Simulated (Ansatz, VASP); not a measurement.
**CrPb in VASP and in Ansatz**

INCAR

```
SYSTEM = CrPb
PREC = Accurate
ENCUT = 520
EDIFF = 1E-7
ISMEAR = 0
SIGMA = 0.1
LREAL = .False.
LASPH = .True.
NELM = 150
ALGO = Normal
ISIF = 2
LWAVE = .False.
LCHARG = .False.
ISPIN = 2
MAGMOM = 3 -3 0 0
LORBIT = 11
LMAXMIX = 4
GGA = PS
NBANDS = 38
```

KPOINTS

```
regular mesh
0
Gamma
  12 12 6
  0 0 0
```

The input POSCAR:

```
CrPb
1.0
    3.3149353569      0.0000000000      3.3149353569
    0.0000000000      3.3149353569      3.3149353569
    0.0000000000      0.0000000000      6.6298707137
Cr Pb
2 2
Direct
    0.0000000000      0.0000000000      0.0000000000
    0.0000000000      0.0000000000      0.5000000000
    0.5000000000      0.5000000000      0.7500000000
    0.5000000000      0.5000000000      0.2500000000
```

Input for Ansatz:

```yaml
crystal:
  lattice:
    - [3.3149353569, 0.0, 3.3149353569]
    - [0.0, 3.3149353569, 3.3149353569]
    - [0.0, 0.0, 6.6298707137]
  atoms:
    - { symbol: Cr, position: [0.0, 0.0, 0.0], spin: 3.0 }
    - { symbol: Pb, position: [0.5, 0.5, 0.75] }
    - { symbol: Cr, position: [0.0, 0.0, 0.5], spin: -3.0 }
    - { symbol: Pb, position: [0.5, 0.5, 0.25] }
basis:
  ecutwfc: 420
kpoints:
  mp_grid: { grid: [12, 12, 6] }
hamiltonian:
  xc: pbesol
scf:
  occupations: { method: gaussian, width: 0.1 }
  lower_state_search: "off"
output:
  forces: true
  stress: true
  eigenvalues: true
  populations: true
magnetization:
  spin_polarized: true
```

Alike in both runs: task single point; functional PBEsol; k mesh 12 × 12 × 6; occupations gaussian, width 0.1 eV; collinear spin.

|  | VASP | Ansatz |
| --- | --- | --- |
| version | VASP 6.6.1 | Ansatz 0.2.0 |
| potentials or method | VASP PAW PBE potentials, release 64 (Cr_pv, Pb_d), cutoff 520 eV | scalar-relativistic, plane waves, PAW |
| valence electrons in the cell | 52 | 56 |

|  | VASP | Ansatz | Ansatz less VASP |
| --- | --- | --- | --- |
| gap on the k mesh at the Fermi level (eV) | none | none | - |
| pressure (GPa) | 10.3 | 10.3 | -0.02 |
| net moment per atom (μB) | 0.00 | 0.00 | 0.000 |
| size of the moment on the site where the two differ most (μB) | 3.37 | 3.38 | +0.016 |

VASP's potentials were made for PBE, not for PBEsol. Site moments also hang on the region over which each program counts them. A gap of «none» marks a metal or a gap that the smearing closes. The functional is the same, so the differences come from potentials, cutoffs and numerics. VASP's potentials hold 52 valence electrons a cell and Ansatz's 56, so a difference there can come from the potentials and not from the codes.

Neither program's run includes spin-orbit coupling.
